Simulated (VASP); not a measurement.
Here is a VASP 6.6.1 calculation.

The input INCAR:

```
  PREC = Accurate
  ENCUT = 520
  EDIFF = 1E-6
  ISMEAR = 0
  SIGMA = 0.05
  LREAL = False
  LASPH = True
  NELM = 150
  ALGO = Normal
  ISIF = 2
  LWAVE = False
  LCHARG = False
  ISPIN = 2
  MAGMOM = 0.5 0.5
  LORBIT = 11
  GGA = PS
  NBANDS = 20
```

Contents of KPOINTS:

```
regular mesh
0
Gamma
  1 1 15
```

File POSCAR:

```
GaP
1.0
    9.0000000000      0.0000000000      0.0000000000
    0.0000000000      9.3000000000      0.0000000000
    0.0000000000      0.0000000000      4.2388524166
Ga P
1 1
Direct
    0.5000000000      0.5000000000      0.0000000000
    0.5000000000      0.5000000000      0.5000000000
```

Potentials or basis: VASP PAW PBE potentials, release 64 (Ga_d, P).

The run is started by

```console
$ cat potpaw_PBE.64/Ga_d/POTCAR potpaw_PBE.64/P/POTCAR > POTCAR
$ mpirun -np 1 vasp_std > vasp.out
```

**Question.** Estimate the net moment.

**Answer.** 0.40 μB per cell.

**Question.** Predict the site moments.

**Answer.** Ga +0.05; P +0.16 μB.

Caveat: a moment this small can come from the mesh or the smearing.
